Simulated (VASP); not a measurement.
Wanted: the native input for a VASP 6.6.1 run.

```
Task                   : single point
Functional             : LDA
Potentials or basis    : VASP PAW LDA potentials, release 64 (Zn, O)
Cutoff                 : 520 eV
k mesh                 : 12 × 12 × 6
Occupations            : gaussian, width 0.05 eV
Spin                   : no spin polarisation
Dipole correction      : no
Further INCAR settings : ALGO = Normal; EDIFF = 1e-06; NBANDS = 26
```

The structure of ZnO lies in POSCAR:

```
ZnO
1.0
    3.1064546507      0.0000000000      0.0000000000
   -1.5532273253      2.6902686432      0.0000000000
    0.0000000000      0.0000000000      5.4244911111
Zn O
2 2
Direct
    0.3333333333      0.6666666667      0.0018514197
    0.6666666667      0.3333333333      0.5018514197
    0.3333333333      0.6666666667      0.4254632686
    0.6666666667      0.3333333333      0.9254632686
```

This cell differs from its parent crystal: c/a of the conventional cell at fixed volume 1.7462.

The input as run:

INCAR

```
SYSTEM = ZnO
  PREC = Accurate
  ENCUT = 520
  EDIFF = 1E-6
  ISMEAR = 0
  SIGMA = 0.05
  LREAL = .FALSE.
  LASPH = .TRUE.
  NELM = 80
  ALGO = Normal
  ISIF = 2
  LWAVE = .FALSE.
  LCHARG = .TRUE.
  LELF = .TRUE.
  LVHAR = .TRUE.
  NBANDS = 26
```

KPOINTS

```
Automatic mesh
0
G
  12 12 6
  0 0 0
```

Potentials or basis: VASP PAW LDA potentials, release 64 (Zn, O).

The run is started by

```sh
$ cat potpaw_LDA.64/Zn/POTCAR potpaw_LDA.64/O/POTCAR > POTCAR
$ mpirun -np 1 vasp_std > vasp.out
```

Results of the run:

```
Pressure               : 11.7 GPa
Largest force          : 0.968 eV/Å
Band gap on the k mesh : 0.79 eV, direct
```

It took 2.7 min on 1 thread of AMD EPYC 7R13, on a shared host, peak memory 0.16 GiB.
